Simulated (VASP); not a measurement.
# Ga8As7P (P1) in VASP: single point with PBEsol

Aim: the single point of Ga8As7P with PBEsol.

Program: VASP 6.6.1. These are calculated values, not measurements. Logs are shortened: lines on timing, memory, paths and dates and some standing lists are left out, and cuts for length are marked.

### Step 1. The cell of the first run

The typed cell holds 64 atoms: a = 11.278 Å, b = 11.278 Å, c = 11.278 Å, α = 90.00°, β = 90.00°, γ = 90.00°.

### Step 2. Single point, PBEsol

The input, INCAR:

```
  PREC = Accurate
  ENCUT = 500
  EDIFF = 1E-6
  ISMEAR = -1
  SIGMA = 0.05
  LREAL = Auto
  LASPH = True
  NELM = 120
  ALGO = Normal
  ISIF = 2
  LWAVE = False
  LCHARG = False
  GGA = PS
  NBANDS = 326
  GGA_COMPAT = False
```

The input, KPOINTS:

```
Automatic mesh
0
Gamma
  1 1 1
  0.5 0.5 0.5
```

The input, POSCAR:

```
Ga8As7P
1.0
   11.2781089755      0.0000000000      0.0000000000
    0.0000000000     11.2781089755      0.0000000000
    0.0000000000      0.0000000000     11.2781089755
Ga As P
32 28 4
Direct
    0.0000890000      0.0006080000      0.0004650000
    0.0012800000      0.9999930000      0.4998870000
    0.0010100000      0.4999210000      0.9997650000
    0.0003690000      0.4994550000      0.5003900000
    0.5001070000      0.0001940000      0.0001400000
    0.4968880000      0.0037950000      0.4973160000
    0.5031940000      0.4962710000      0.9971830000
    0.4937770000      0.4998380000      0.4999900000
    0.2504510000      0.2504930000      0.0003440000
    0.2571230000      0.2502630000      0.5003770000
    0.2508550000      0.7494510000      0.0000030000
    0.2535310000      0.7466690000      0.4965290000
    0.7458400000      0.2532490000      0.9964560000
    0.7493350000      0.2504300000      0.4998830000
    0.7496570000      0.7497040000      0.0002350000
    0.7489080000      0.7495800000      0.5003060000
    0.2535530000      0.0037140000      0.2538800000
    0.2505720000      0.0001970000      0.7494080000
    0.2539330000      0.5030100000      0.2527870000
    0.2536380000      0.4963740000      0.7458380000
    0.7493890000      0.9999310000      0.2494940000
    0.7491850000      0.0008300000      0.7492740000
    0.7490750000      0.4994930000      0.2501920000
    0.7461530000      0.4968410000      0.7526030000
    0.0008560000      0.2506660000      0.2498590000
    0.0007060000      0.2499610000      0.7494590000
    0.0010560000      0.7506690000      0.2498860000
    0.0006220000      0.7489790000      0.7493330000
    0.4971070000      0.2470410000      0.2531060000
    0.4999780000      0.2570060000      0.7490900000
    0.4969180000      0.7459200000      0.2530540000
    0.5001490000      0.7501660000      0.7491790000
    0.1264780000      0.1250610000      0.1259750000
    0.1273110000      0.1262230000      0.6237440000
    0.1263690000      0.6247440000      0.1258910000
    0.1273260000      0.6240460000      0.6238140000
    0.6241170000      0.1262470000      0.1249470000
    0.6228480000      0.1270570000      0.6249130000
    0.6239140000      0.6239890000      0.1248280000
    0.6230410000      0.6228190000      0.6246730000
    0.3762150000      0.3750130000      0.1259860000
    0.3751580000      0.8751310000      0.1269980000
    0.3751160000      0.8749970000      0.6228700000
    0.8739910000      0.3749080000      0.1238300000
    0.8739950000      0.3749900000      0.6259040000
    0.8750180000      0.8748700000      0.1249920000
    0.8750780000      0.8750240000      0.6248090000
    0.3763660000      0.1271010000      0.8737340000
    0.3761950000      0.6228830000      0.8738000000
    0.8751310000      0.1250630000      0.3748530000
    0.8741180000      0.1261740000      0.8748640000
    0.8752520000      0.6249860000      0.3748240000
    0.8741270000      0.6238670000      0.8746100000
    0.1282380000      0.3750140000      0.3760280000
    0.1264910000      0.3751450000      0.8737520000
    0.1274630000      0.8750600000      0.3750620000
    0.1252120000      0.8749800000      0.8749480000
    0.6220670000      0.3751240000      0.3759010000
    0.6228190000      0.8750940000      0.3749880000
    0.6250370000      0.8750670000      0.8748340000
    0.3761950000      0.3751020000      0.6238070000
    0.3753970000      0.1262930000      0.3759690000
    0.3753640000      0.6238230000      0.3758460000
    0.6238040000      0.3750130000      0.8737560000
```

Potentials or basis: VASP PAW PBE potentials, release 64 (Ga_d, As, P).

On the command line:

```sh
$ cat potpaw_PBE.64/Ga_d/POTCAR potpaw_PBE.64/As/POTCAR potpaw_PBE.64/P/POTCAR > POTCAR
$ mpirun -np 1 vasp_std > vasp.out
```

OUTCAR:

```text
PREC = Accurate
   ENCUT = 500
   EDIFF = 1E-6
   ISMEAR = -1
   LREAL = Auto
   LASPH = True
   NELM = 120
   ISIF = 2
   GGA = PS

 ion  position               nearest neighbor table
   1  0.000  0.001  0.000-  46 2.44  57 2.45  33 2.45  51 2.46
   2  0.001  1.000  0.500-  56 2.45  47 2.45  34 2.45  50 2.45
   3  0.001  0.500  1.000-  53 2.45  44 2.45  55 2.45  35 2.45
   4  0.000  0.499  0.500-  36 2.44  52 2.45  45 2.45  54 2.45
   5  0.500  0.000  0.000-  37 2.44  60 2.44  42 2.45  48 2.46
   6  0.497  0.004  0.497-  62 2.38  43 2.45  38 2.45  59 2.46
[... 56 lines left out ...]
  63  0.375  0.624  0.376-  19 2.38  12 2.38  31 2.39   8 2.39
  64  0.624  0.375  0.874-   7 2.38  24 2.38  13 2.39  30 2.39

  LATTYP: Found a simple cubic cell.
 ALAT       =    11.2781089755

  Lattice vectors:

 A1 = (  11.2781089755,   0.0000000000,   0.0000000000)
 A2 = (   0.0000000000,  11.2781089755,   0.0000000000)
 A3 = (   0.0000000000,   0.0000000000,  11.2781089755)

Analysis of symmetry for initial positions (statically):
=====================================================================
 Subroutine PRICEL returns:
 Original cell was already a primitive cell.

 Routine SETGRP: Setting up the symmetry group for a
 simple cubic supercell.

 Subroutine GETGRP returns: Found  1 space group operations
 (whereof  1 operations were pure point group operations)
 out of a pool of 48 trial point group operations.

The static configuration has the point symmetry C_1 .

Analysis of symmetry for dynamics (positions and initial velocities):
=====================================================================
 Subroutine PRICEL returns:
 Original cell was already a primitive cell.

 Routine SETGRP: Setting up the symmetry group for a
 simple cubic supercell.

 Subroutine GETGRP returns: Found  1 space group operations
 (whereof  1 operations were pure point group operations)
 out of a pool of 48 trial point group operations.

The dynamic configuration has the point symmetry C_1 .

 Subroutine INISYM returns: Found  1 space group operations
 (whereof  1 operations are pure point group operations),
 and found     1 'primitive' translations

----------------------------------------------------------------------------------------

                                     Primitive cell

  volume of cell :    1434.5274

  direct lattice vectors                    reciprocal lattice vectors
    11.278108976  0.000000000  0.000000000     0.088667347  0.000000000  0.000000000
     0.000000000 11.278108976  0.000000000     0.000000000  0.088667347  0.000000000
     0.000000000  0.000000000 11.278108976     0.000000000  0.000000000  0.088667347

  length of vectors
    11.278108976 11.278108976 11.278108976     0.088667347  0.088667347  0.088667347

  position of ions in fractional coordinates (direct lattice)
     0.000089000  0.000608000  0.000465000
     0.001280000  0.999993000  0.499887000
     0.001010000  0.499921000  0.999765000
     0.000369000  0.499455000  0.500390000
     0.500107000  0.000194000  0.000140000
     0.496888000  0.003795000  0.497316000
[... 56 lines left out ...]
     0.375364000  0.623823000  0.375846000
     0.623804000  0.375013000  0.873756000

  ion indices of the primitive-cell ions
   primitive index   ion index
                 1           1
                 2           2
                 3           3
                 4           4
                 5           5
                 6           6
[... 56 lines left out ...]
                63          63
                64          64

----------------------------------------------------------------------------------------

 KPOINTS: Automatic mesh

Automatic generation of k-mesh.
 Grid dimensions read from file:
 generate k-points for:    1    1    1

 Generating k-lattice:

  Cartesian coordinates                     Fractional coordinates (reciprocal lattice)
     0.088667347  0.000000000  0.000000000     1.000000000  0.000000000  0.000000000
     0.000000000  0.088667347  0.000000000     0.000000000  1.000000000  0.000000000
     0.000000000  0.000000000  0.088667347     0.000000000  0.000000000  1.000000000

  Length of vectors
     0.088667347  0.088667347  0.088667347

  Shift w.r.t. Gamma in fractional coordinates (k-lattice)
     0.500000000  0.500000000  0.500000000

 Subroutine IBZKPT returns following result:
 ===========================================

 Found      1 irreducible k-points:

 Following reciprocal coordinates:
            Coordinates               Weight
  0.500000  0.500000  0.500000      1.000000
   k-points           NKPTS =      1   k-points in BZ     NKDIM =      1   number of bands    NBANDS=    326
   number of dos      NEDOS =    301   number of ions     NIONS =     64
   total plane-waves  NPLWV = 592704
   dimension x,y,z NGX =    84 NGY =   84 NGZ =   84
   dimension x,y,z NGXF=   168 NGYF=  168 NGZF=  168
   ions per type =              32  28   4
   NGX,Y,Z   is equivalent  to a cutoff of  12.38, 12.38, 12.38 a.u.
   NGXF,Y,Z  is equivalent  to a cutoff of  24.76, 24.76, 24.76 a.u.
 SYSTEM =  unknown system
   PREC   = accura    normal or accurate (medium, high low for compatibility)
   ISTART =      0    job   : 0-new  1-cont  2-samecut
   ICHARG =      2    charge: 1-file 2-atom 10-const
   ISPIN  =      1    spin polarized calculation?
   LNONCOLLINEAR =      F non collinear calculations
   LSORBIT =      F    spin-orbit coupling
   LASPH  =      T    aspherical Exc in radial PAW
   ENCUT  =  500.0 eV  36.75 Ry    6.06 a.u.  20.56 20.56 20.56*2*pi/ulx,y,z
   NELM   =    120;   NELMIN=  2; NELMDL= -5     # of ELM steps
   EDIFF  = 0.1E-05   stopping-criterion for ELM
   LREAL  =      T    real-space projection
   EDIFFG = 0.1E-04   stopping-criterion for IOM
   NSW    =      0    number of steps for IOM
   IBRION =     -1    ionic relax: 0-MD 1-quasi-New 2-CG
   NFREE  =      0    steps in history (QN), initial steepest desc. (CG)
   ISIF   =      2    stress and relaxation
   ISYM   =      2    0-nonsym 1-usesym 2-fastsym
   POTIM  = 0.5000    time-step for ionic-motion
   TEBEG  =    0.0;   TEEND  =   0.0 temperature during run
   PSTRESS=    0.0 pullay stress
   NELECT =     576.0000    total number of electrons
   NUPDOWN=      -1.0000    fix difference up-down
   EMIN   =  10.00;   EMAX   =-10.00  energy-range for DOS
   EFERMI =   0.00;   METHOD = LEGACY
   ISMEAR =    -1;   SIGMA  =   0.05  broadening in eV -4-tet -1-fermi 0-gaus
   EFERMI_NEDOS =   21; number of points for ismear=-14 and -15
   IALGO  =     38    algorithm
   IMIX   =      4    mixing-type and parameters
     AMIX     =   0.40;   BMIX     =  1.00
     AMIX_MAG =   1.60;   BMIX_MAG =  1.00
  volume/ion in A,a.u.               =      22.41       151.26
  Fermi-wavevector in a.u.,A,eV,Ry     =   1.207756  2.282329 19.846488  1.458676
  Thomas-Fermi vector in A             =   2.343385
   LORBIT       =      0    0 simple, 1 ext, 2 COOP (PROOUT), +10 PAW based schemes
   GGA     = PS    functional components
   LHFCALC =     F    Hartree Fock is set to
   AEXX    =    0.0000 exact exchange contribution
   IVDW    =     0    specifies the selected vdW correction
   LEPSILON=     F    determine dielectric tensor
   LRPA    =     F    only Hartree local field effects (RPA)
 non-spin polarized calculation
  energy-cutoff  :      500.00
  volume of cell :     1434.53
 maximum number of plane-waves:     36552
 NGX is ok and might be reduce to    84
   NGX = 41   NGY = 41   NGZ = 41

 number of electron     576.0000011 magnetization

 Free energy of the ion-electron system (eV)
  ---------------------------------------------------
  ext. energy  EPLUGINS =         0.00000000
  ---------------------------------------------------
  free energy    TOTEN  =      -288.95371268 eV

  energy without entropy =     -288.95371262  energy(sigma->0) =     -288.95371265

 E-fermi :   4.2902     XC(G=0):  -9.7565

 val. band max:        3.3054708047   @ k =   0.5000   0.5000   0.5000
 cond. band min:       5.2659189093   @ k =   0.5000   0.5000   0.5000
 fundamental gap:      1.9604481047
 Fermi energy:         4.2901714895

 k-point     1 :       0.5000    0.5000    0.5000
  band No.  band energies     occupation
      1     -11.0207      2.00000
      2     -11.0146      2.00000
      3     -11.0080      2.00000
      4     -11.0049      2.00000
      5     -11.0024      2.00000
      6     -10.9995      2.00000
[... 292 lines left out ...]
    299       5.8917      0.00000
    300       5.9020      0.00000
 [bands above 300 left out]

------------------------ aborting loop because EDIFF is reached ----------------------------------------

  FORCE on cell =-STRESS in cart. coord.  units (eV):
  Direction    XX          YY          ZZ          XY          YZ          ZX
  --------------------------------------------------------------------------------------
  -------------------------------------------------------------------------------------
  Total        1.1590775      1.1242934      1.1219993     -0.0042924      0.0109706     -0.0087833
  in kB        1.2945362      1.2556870      1.2531247     -0.0047940      0.0122527     -0.0098098
  external PRESSURE =       1.2677826 kB  Pullay stress =       0.0000000 kB

 VOLUME and BASIS-vectors are now :
 -----------------------------------------------------------------------------
  energy-cutoff  :      500.00
  volume of cell :     1434.53
      direct lattice vectors                 reciprocal lattice vectors
    11.278108976  0.000000000  0.000000000     0.088667347  0.000000000  0.000000000
     0.000000000 11.278108976  0.000000000     0.000000000  0.088667347  0.000000000
     0.000000000  0.000000000 11.278108976     0.000000000  0.000000000  0.088667347

 POSITION                                       TOTAL-FORCE (eV/Angst)
 -----------------------------------------------------------------------------------
      0.00100      0.00686      0.00524        -0.004741     -0.002042      0.004375
      0.01444     11.27803      5.63778         0.007570      0.000591      0.000174
      0.01139      5.63816     11.27546        -0.002416      0.004459      0.001475
      0.00416      5.63291      5.64345        -0.000399     -0.000468      0.004917
      5.64026      0.00219      0.00158         0.000892     -0.000402     -0.003868
      5.60396      0.04280      5.60878        -0.017018      0.012422     -0.017065
[... 56 lines left out ...]
      4.23340      7.03554      4.23883        -0.004812     -0.002404      0.005314
      7.03533      4.22944      9.85432         0.001797      0.002812     -0.001543
 -----------------------------------------------------------------------------------
    total drift:                               -0.000714      0.003278      0.004480

  FREE ENERGIE OF THE ION-ELECTRON SYSTEM (eV)
  ---------------------------------------------------
  free  energy   TOTEN  =      -288.9537126795 eV

  energy  without entropy=     -288.9537126234  energy(sigma->0) =     -288.95371265
```

Run time: 38 min. Hardware: 1 thread of Intel Xeon 8259CL, shared host; peak memory 1.2 GiB.

What came out:

```yaml
Free_energy: -288.9537 eV
Pressure: 0.1 GPa
Largest_force: 0.029 eV/Å
Band_gap_on_the_k_mesh: 1.96 eV
```

Forces on the atoms (eV/Å):
```
Ga  -0.005 -0.002  0.004
Ga   0.008  0.001  0.000
Ga  -0.002  0.004  0.001
Ga   0.000  0.000  0.005
Ga   0.001  0.000 -0.004
Ga  -0.017  0.012 -0.017
Ga   0.020 -0.015 -0.014
Ga  -0.022  0.000  0.001
Ga   0.003  0.002 -0.002
Ga   0.022 -0.001 -0.002
Ga  -0.005  0.004 -0.001
Ga   0.013 -0.011 -0.011
Ga  -0.016  0.013 -0.015
Ga  -0.003  0.002  0.006
Ga   0.005  0.003  0.003
Ga   0.002 -0.007 -0.005
Ga   0.010  0.015  0.011
Ga   0.004 -0.004 -0.007
Ga   0.009  0.010  0.017
Ga   0.008 -0.012 -0.011
Ga   0.000 -0.001 -0.009
Ga  -0.002 -0.003  0.007
Ga  -0.003  0.006  0.003
Ga  -0.013 -0.017  0.012
Ga   0.000 -0.002  0.000
Ga   0.003  0.004 -0.006
Ga  -0.002 -0.003  0.000
Ga   0.004  0.001  0.002
Ga  -0.018 -0.016  0.012
Ga   0.008  0.021  0.002
Ga  -0.011 -0.010  0.014
Ga   0.002  0.009 -0.002
As  -0.004 -0.002  0.003
As   0.001  0.000  0.000
As   0.002  0.001  0.004
As   0.000 -0.005 -0.001
As   0.001  0.002  0.001
As   0.004  0.007 -0.003
As  -0.005 -0.006  0.002
As   0.003  0.002  0.000
As   0.005  0.003  0.000
As   0.003 -0.007  0.003
As   0.000 -0.001  0.000
As   0.008  0.001 -0.007
As   0.001  0.002  0.000
As   0.003  0.010 -0.006
As  -0.003  0.001  0.002
As  -0.008  0.002  0.006
As  -0.001  0.002  0.002
As   0.000  0.002  0.002
As   0.000 -0.001  0.003
As  -0.011  0.002  0.005
As  -0.005 -0.008  0.006
As   0.005  0.000 -0.008
As  -0.002 -0.005 -0.002
As   0.002 -0.001 -0.006
As   0.000  0.001  0.000
As   0.006  0.001 -0.001
As   0.001 -0.005  0.000
As  -0.002 -0.003 -0.003
P    0.003  0.000 -0.010
P   -0.004  0.002  0.008
P   -0.005 -0.002  0.005
P    0.002  0.003 -0.002
```

Caveat: the k points lie up to 0.56 Å⁻¹ apart; the PAW data sets were made with another functional, which shifts forces and pressure a little; a shifted mesh leaves out Γ, where band edges can lie. A k mesh can miss the band edges.
